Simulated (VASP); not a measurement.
Set up this calculation in VASP 6.6.1, as the native input.

```yaml
Task: single point
Functional: PBEsol
Potentials_or_basis: VASP PAW PBE potentials, release 64 (Ti_sv)
Cutoff: 520 eV
k_mesh: 20 × 20 × 20
Occupations: gaussian, width 0.15 eV
Spin: no spin polarisation
Dipole_correction: no
Further_INCAR_settings: ALGO = Normal; EDIFF = 1e-06; NBANDS = 12
```

The structure of Ti lies in POSCAR:

```
Ti
1.0
   -1.5917700000      1.5917700000      1.5917700000
    1.5917700000     -1.5917700000      1.5917700000
    1.5917700000      1.5917700000     -1.5917700000
Ti
1
Direct
    0.0000000000      0.0000000000      0.0000000000
```

This cell differs from its parent crystal: strain -0.030 along x and y, -0.030 along z.

These files were run (other wordings do the same):

INCAR

```
SYSTEM = Ti
PREC = Accurate
ENCUT = 520
EDIFF = 1E-6
ISMEAR = 0
SIGMA = 0.15
LREAL = .False.
LASPH = .True.
NELM = 80
ALGO = Normal
ISIF = 2
LWAVE = .False.
LCHARG = .False.
GGA = PS
NBANDS = 12
```

KPOINTS

```
Automatic mesh
0
Gamma
  20 20 20
  0 0 0
```

Potentials or basis: VASP PAW PBE potentials, release 64 (Ti_sv).

Launch:

```sh
$ cat potpaw_PBE.64/Ti_sv/POTCAR > POTCAR
$ mpirun -np 1 vasp_std > vasp.out
```

Results of the run:

- Pressure: 2.7 GPa
- Band gap on the k mesh: zero (band 6 reaches 9.79 eV, above the bottom of band 7 at 8.02 eV)

Caveat: the cell differs from its parent crystal (strain -0.030 along x and y, -0.030 along z); the PAW data sets were made with another functional, which shifts forces and pressure a little.

Wall time 15 s on 1 thread of Intel(R) Xeon(R) 6975P-C (Granite Rapids) (shared host), peak memory 0.17 GiB.
